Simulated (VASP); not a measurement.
Runs of VASP 6.6.1 on Au. The structure is that of space group P6_3/mmc (No. 194), or close to it. The cells are those of the table. This isn't the form of Au at room conditions, which is fcc.

| cell | further INCAR settings | gap on the mesh (eV) | pressure (GPa) |
| --- | --- | --- | --- |
| a = 2.856, b = 2.856, c = 4.807 Å, angles 90.0, 90.0, 120.0°, 2 atoms | ALGO = Fast; EDIFF = 1e-07; NBANDS = 18 | none | 0.2 |
| a = 2.856, b = 2.856, c = 5.026 Å, angles 90.0, 90.0, 120.0°, 2 atoms | ALGO = Fast; EDIFF = 1e-07; NBANDS = 18 | none | (c) |
| a = 2.900, b = 2.900, c = 5.026 Å, angles 90.0, 90.0, 120.0°, 2 atoms | ALGO = Fast; EDIFF = 1e-06; NBANDS = 18 | none | (b) |
| a = 2.900, b = 2.900, c = 4.953 Å, angles 90.0, 90.0, 120.0°, 2 atoms | ALGO = Fast; EDIFF = 1e-07; NBANDS = 18 | none | -8.4 |
| a = 2.900, b = 2.900, c = 4.807 Å, angles 90.0, 90.0, 120.0°, 2 atoms | ALGO = Fast; EDIFF = 1e-06; NBANDS = 18 | none | -4.5 |
| a = 2.856, b = 2.856, c = 4.880 Å, angles 90.0, 90.0, 120.0°, 2 atoms | ALGO = Fast; EDIFF = 1e-06; NBANDS = 18 | none | -2.1 |
| a = 2.856, b = 2.856, c = 4.953 Å, angles 90.0, 90.0, 120.0°, 2 atoms | ALGO = Fast; EDIFF = 1e-06; NBANDS = 18 | none | -4.1 |
| a = 2.813, b = 2.813, c = 4.953 Å, angles 90.0, 90.0, 120.0°, 2 atoms | ALGO = Fast; EDIFF = 1e-06; NBANDS = 18 | none | (a) |

Alike in all rows: task single point; level PBEsol; potentials or basis VASP PAW PBE potentials, release 64 (Au); no spin polarisation; k mesh 18 × 18 × 10; cutoff (eV) 520; smearing gaussian 0.15 eV.

Question: Estimate the missing entries.

Answer: (a) 1.1; (b) -9.8; (c) -6.0.

Caveats: the PAW data sets were made with another functional, which shifts forces and pressure a little; spin-orbit coupling is left out, which moves the levels of the heavy elements; the cell stands under tension (at least some runs).

A k mesh can miss the band edges, and the runs leave out spin-orbit coupling on Au.

A gap of «none» marks levels without a gap at the run's occupations.
